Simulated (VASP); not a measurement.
Runs of VASP 6.6.1 on TiN. The structure is that of space group Fm-3m (No. 225), or close to it. The cells are those of the table. 

```tsv
task	level	cell	cutoff (eV)	gap on the mesh (eV)	pressure (GPa)	relaxed volume (Å³/atom)
relaxation of cell and atoms	r2SCAN+D4	relaxed from a = 2.997 Å, angles 60.0°, 2 atoms	660	none	0.0	9.45
relaxation of cell and atoms	PBEsol	relaxed from a = 2.997 Å, angles 60.0°, 2 atoms	600	none	0.0	9.30
single point	r2SCAN+D4	a = 2.984 Å, angles 60.0°, 2 atoms	660	none	(b)	-
relaxation of cell and atoms	revPBE+D3(BJ)	relaxed from a = 2.997 Å, angles 60.0°, 2 atoms	600	none	-0.1	9.18
relaxation of cell and atoms	PBE	relaxed from a = 2.997 Å, angles 60.0°, 2 atoms	600	none	0.0	(a)
```

Alike in all rows: potentials or basis VASP PAW PBE potentials, release 64 (Ti_sv, N); no spin polarisation; k mesh 11 × 11 × 11; smearing gaussian 0.1 eV.

**Question.** Fill in the values left out.

**Answer.** (a) 9.59; (b) 1.7.

Caveats: the PAW data sets were made with another functional, which shifts forces and pressure a little (at least some runs).

A gap of «none» marks levels without a gap at the run's occupations.
